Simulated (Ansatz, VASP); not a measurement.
**One calculation of H6Pb, two programs**

File INCAR:

```
PREC = Accurate
ENCUT = 600
EDIFF = 1E-7
ISMEAR = 0
SIGMA = 0.1
LREAL = F
LASPH = T
NELM = 60
ALGO = Normal
ISIF = 3
LWAVE = F
LCHARG = F
GGA = PE
IBRION = 2
NSW = 100
EDIFFG = -0.01
```

The input KPOINTS:

```
regular mesh
0
Gamma
  10 10 10
```

The input POSCAR:

```
H6Pb
1.0
    0.0000000000      3.0846706510      3.0846706510
    3.0846706510      0.0000000000      3.0846706510
    3.0846706510      3.0846706510      0.0000000000
H Pb
6 1
Direct
    0.5000000000      0.5000000000      0.0000000000
    0.5000000000      0.0000000000      0.5000000000
    0.0000000000      0.0000000000      0.5000000000
    0.0000000000      0.5000000000      0.0000000000
    0.0000000000      0.5000000000      0.5000000000
    0.5000000000      0.0000000000      0.0000000000
    0.0000000000      0.0000000000      0.0000000000
```

Input for Ansatz:

```yaml
crystal:
  lattice:
    - [0.0, 3.084670651, 3.084670651]
    - [3.084670651, 0.0, 3.084670651]
    - [3.084670651, 3.084670651, 0.0]
  atoms:
    - { symbol: H, position: [0.5, 0.5, 0.0] }
    - { symbol: H, position: [0.5, 0.0, 0.5] }
    - { symbol: H, position: [0.0, 0.0, 0.5] }
    - { symbol: H, position: [0.0, 0.5, 0.0] }
    - { symbol: H, position: [0.0, 0.5, 0.5] }
    - { symbol: H, position: [0.5, 0.0, 0.0] }
    - { symbol: Pb, position: [0.0, 0.0, 0.0] }
basis:
  ecutwfc: 420
kpoints:
  mp_grid: { grid: [10, 10, 10] }
hamiltonian:
  xc: pbe
scf:
  occupations: { method: gaussian, width: 0.1 }
output:
  forces: true
  stress: true
  eigenvalues: true
  write_density: true
  write_potential: true
  elf: true
  volumetric_format: npy
relax:
  adjacent_minimum: "off"
  f_tol: 0.01
  max_steps: 80
  cell: { stress_tol: 0.05 }
```

Change from the starting cell: species swapped into the Zn6Mo type (Fm-3m, No. 225).

Alike in both runs: task relaxation of cell and atoms; functional PBE; k mesh 10 × 10 × 10; occupations gaussian, width 0.1 eV; no spin polarisation.

|  | VASP | Ansatz |
| --- | --- | --- |
| version | VASP 6.6.1 | Ansatz 0.2.0 |
| potentials or method | VASP PAW PBE potentials, release 64 (H, Pb_d), cutoff 600 eV | scalar-relativistic, plane waves, PAW |
| valence electrons in the cell | 20 | 20 |

VASP gave:

| Quantity | Value |
| --- | --- |
| gap on the k mesh at the Fermi level, each at its own relaxed structure (eV) | none |
| relaxed volume (Å³/atom) | 8.31 |
| relaxed length of the cell vector where the two differ most in proportion (Å) | 4.349 |

Question: Estimate Ansatz's values.

Answer: gap on the k mesh at the Fermi level, each at its own relaxed structure (eV): none; relaxed volume (Å³/atom): 8.30; relaxed length of the cell vector where the two differ most in proportion (Å): 4.348.

A gap of «none» marks a metal or a gap that the smearing closes.

Neither program's run includes spin-orbit coupling.
